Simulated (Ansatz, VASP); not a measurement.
# One calculation of SiSnTeSe3, two programs

The input INCAR:

```
SYSTEM = SiSnTeSe3
PREC = Accurate
ENCUT = 600
EDIFF = 1E-6
ISMEAR = 0
SIGMA = 0.1
LREAL = .FALSE.
LASPH = .TRUE.
NELM = 80
ALGO = Normal
ISIF = 3
LWAVE = .FALSE.
LCHARG = .FALSE.
GGA = PE
IBRION = 2
NSW = 100
EDIFFG = -0.01
```

Contents of KPOINTS:

```
regular mesh
0
G
  8 8 6
  0 0 0
```

Contents of POSCAR:

```
SiSnTeSe3
1.0
    5.5464142332      0.0000000000      0.0000000000
    0.0000000000      5.5464142332      0.0000000000
    0.0000000000      0.0000000000      5.9084965344
Si Sn Te Se
1 1 1 3
Direct
    0.0000000000      0.0000000000      0.0000000000
    0.5000000000      0.5000000000      0.0000000000
    0.5000000000      0.5000000000      0.5000000000
    0.0000000000      0.5000000000      0.5000000000
    0.5000000000      0.0000000000      0.5000000000
    0.0000000000      0.0000000000      0.5000000000
```

Input for Ansatz:

```yaml
crystal:
  lattice:
    - [5.5464142332, 0.0, 0.0]
    - [0.0, 5.5464142332, 0.0]
    - [0.0, 0.0, 5.9084965344]
  atoms:
    - { symbol: Si, position: [0.0, 0.0, 0.0] }
    - { symbol: Sn, position: [0.5, 0.5, 0.0] }
    - { symbol: Te, position: [0.5, 0.5, 0.5] }
    - { symbol: Se, position: [0.0, 0.5, 0.5] }
    - { symbol: Se, position: [0.5, 0.0, 0.5] }
    - { symbol: Se, position: [0.0, 0.0, 0.5] }
basis:
  ecutwfc: 420
kpoints:
  mp_grid: { grid: [8, 8, 6] }
hamiltonian:
  xc: pbe
scf:
  occupations: { method: gaussian, width: 0.1 }
output:
  forces: true
  stress: true
  eigenvalues: true
  write_density: true
  write_potential: true
  elf: true
  volumetric_format: npy
relax:
  adjacent_minimum: "off"
  f_tol: 0.01
  max_steps: 80
  cell: { stress_tol: 0.05 }
```

Alike in both runs: task relaxation of cell and atoms; functional PBE; k mesh 8 × 8 × 6; occupations gaussian, width 0.1 eV; no spin polarisation.

```csv
,VASP,Ansatz
version,VASP 6.6.1,Ansatz 0.2.0
potentials or method,"VASP PAW PBE potentials, release 64 (Si, Sn_d, Te, Se), cutoff 600 eV","scalar-relativistic, plane waves, PAW"
valence electrons in the cell,42,82
```

```csv
,VASP,Ansatz,Ansatz less VASP
"gap on the k mesh at the Fermi level, each at its own relaxed structure (eV)",none,none,-
relaxed volume (Å³/atom),30.03,30.02,-0.013
relaxed cell length with the largest relative difference (Å),5.547,5.546,-0.0009
```

A gap of «none» marks a metal or a gap that the smearing closes. VASP's potentials hold 42 valence electrons a cell and Ansatz's 82, so a difference there can come from the potentials and not from the codes.

Spin-orbit coupling is off throughout. Noted on VASP's run: too few bands were computed for a metal, which touches its energy and stress.
